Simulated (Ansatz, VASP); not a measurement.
# HgTe in VASP and in Ansatz

Contents of INCAR:

```
ALGO = Normal ; EDIFF = 1E-7
ENCUT = 520 ; ISIF = 2
ISMEAR = -1 ; LASPH = T
LCHARG = F ; LREAL = F
LWAVE = F ; NBANDS = 16
NELM = 100 ; PREC = Accurate
SIGMA = 0.1
```

The input KPOINTS:

```
k-points
0
Gamma
  8 8 8
```

The input POSCAR:

```
HgTe
1.0
   -2.9834303915      2.9834303915      1.5275763738
    2.9834303915     -2.9834303915      1.5275763738
    2.9834303915      2.9834303915     -1.5275763738
Hg Te
1 1
Direct
    0.2500000000      0.7500000000      0.5000000000
    0.0000000000      0.0000000000      0.0000000000
```

Input for Ansatz:

```yaml
crystal:
  lattice:
    - [-2.98343039146244, 2.98343039146244, 1.5275763737921337]
    - [2.98343039146244, -2.98343039146244, 1.5275763737921337]
    - [2.98343039146244, 2.98343039146244, -1.5275763737921337]
  atoms:
    - { symbol: Hg, position: [0.25, 0.75, 0.5] }
    - { symbol: Te, position: [0.0, 0.0, 0.0] }
basis:
  ecutwfc: 500.0
kpoints:
  mp_grid:
    grid: [8, 8, 8]
hamiltonian:
  xc: lda
  pseudopotentials:
    kind: paw
scf:
  convergence:
    dr2_threshold: 1.0e-10
  occupations:
    method: fermi_dirac
    width: 0.1
output:
  stress: true
```

Alike in both runs: task single point; functional LDA; k mesh 8 × 8 × 8; occupations fermi-dirac, width 0.1 eV; no spin polarisation.

|  | VASP | Ansatz |
| --- | --- | --- |
| version | VASP 6.6.1 | Ansatz 0.2.0 |
| potentials or method | VASP PAW LDA potentials, release 64 (Hg, Te), cutoff 520 eV | plane waves, PAW |
| valence electrons in the cell | 18 | 36 |

VASP gave:

* pressure (GPa): -2.5
* traceless stress, the component that is largest in VASP (GPa): 1.14

Q: Which values does Ansatz return?

A: Pressure (GPa): -2.8; traceless stress, the component that is largest in VASP (GPa): 1.11.

LDA's correlation is that of Perdew and Zunger in VASP and of Perdew and Wang (1992) in Ansatz. VASP's potentials hold 18 valence electrons a cell and Ansatz's 36, so a difference there can come from the potentials and not from the codes.

Spin-orbit coupling is off throughout.
